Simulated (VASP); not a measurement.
Wanted: the native input for a VASP 6.6.1 run.

```yaml
Task: single point
Functional: LDA
Potentials_or_basis: VASP PAW LDA potentials, release 64 (In_d, As)
Cutoff: 500 eV
k_mesh: 12 × 12 × 12
Occupations: gaussian, width 0.1 eV
Spin: no spin polarisation
Dipole_correction: no
Further_INCAR_settings: ALGO = Normal; EDIFF = 1e-06; NBANDS = 16
```

The structure of InAs (fl.b) lies in POSCAR:

```
InAs
1.0
    0.0000000000      3.0129536338      3.0129536338
    3.0129536338      0.0000000000      3.0129536338
    3.0129536338      3.0129536338      0.0000000000
In As
1 1
Direct
    0.0000000000      0.0000000000      0.0000000000
    0.2500000000      0.2500000000      0.2500000000
```

The input as run:

INCAR

```
  ALGO = Normal
  EDIFF = 1E-6
  ENCUT = 500
  GGA = CA
  GGA_COMPAT = F
  ISIF = 2
  ISMEAR = 0
  LASPH = T
  LCHARG = F
  LREAL = F
  LWAVE = F
  NBANDS = 16
  NELM = 120
  PREC = Accurate
  SIGMA = 0.1
```

KPOINTS

```
k-points
0
Gamma
  12 12 12
```

Potentials or basis: VASP PAW LDA potentials, release 64 (In_d, As).

Run with:

```bash
$ cat potpaw_LDA.64/In_d/POTCAR potpaw_LDA.64/As/POTCAR > POTCAR
$ mpirun -np 1 vasp_std > vasp.out
```

Results of the run:

The pressure is 0.1 GPa and the band gap on the k mesh is zero (filled and empty bands touch).

Caveat: spin-orbit coupling is left out, which moves the levels of the heavy elements.

It took 24 s on 1 thread of Intel(R) Xeon(R) 6975P-C (Granite Rapids), on a shared host, peak memory 0.19 GiB.
